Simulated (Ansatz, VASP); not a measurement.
**One calculation of PbS, two programs**

```
CELL_PARAMETERS angstrom
1.91892 -5.82546 0.17399
1.91892 5.82546 -0.17399
0.00000 -0.12427 4.24872
ATOMIC_POSITIONS crystal
Pb 0.86375 0.13625 0.74245
Pb 0.12808 0.87192 0.25830
S 0.64880 0.35120 0.75640
S 0.35938 0.64062 0.24285
```

Alike in both runs: task single point; functional PBEsol; k mesh 8 × 8 × 6; occupations gaussian, width 0.02 eV; no spin polarisation.

|  | VASP | Ansatz |
| --- | --- | --- |
| version | VASP 6.6.1 | Ansatz 0.2.0 |
| potentials or method | VASP PAW PBE potentials, release 64 (Pb_d, S), cutoff 520 eV | scalar-relativistic, plane waves, PAW |
| valence electrons in the cell | 40 | 40 |

```csv
,VASP,Ansatz,Ansatz less VASP
gap on the k mesh at the Fermi level (eV),0.42,0.42,-0.002
least direct gap on the mesh (eV),1.05,1.04,-0.004
pressure (GPa),6.2,6.2,+0.05
"traceless stress, the component that is largest in VASP (GPa)",1.65,1.63,-0.022
rms of the force components (eV/Å),0.552,0.554,+0.0014
```

VASP's potentials were made for PBE, not for PBEsol. Atom by atom the forces differ by 0.002 eV/Å (rms over components). The functional is the same, so the differences come from potentials, cutoffs and numerics.

Spin-orbit coupling is off throughout.
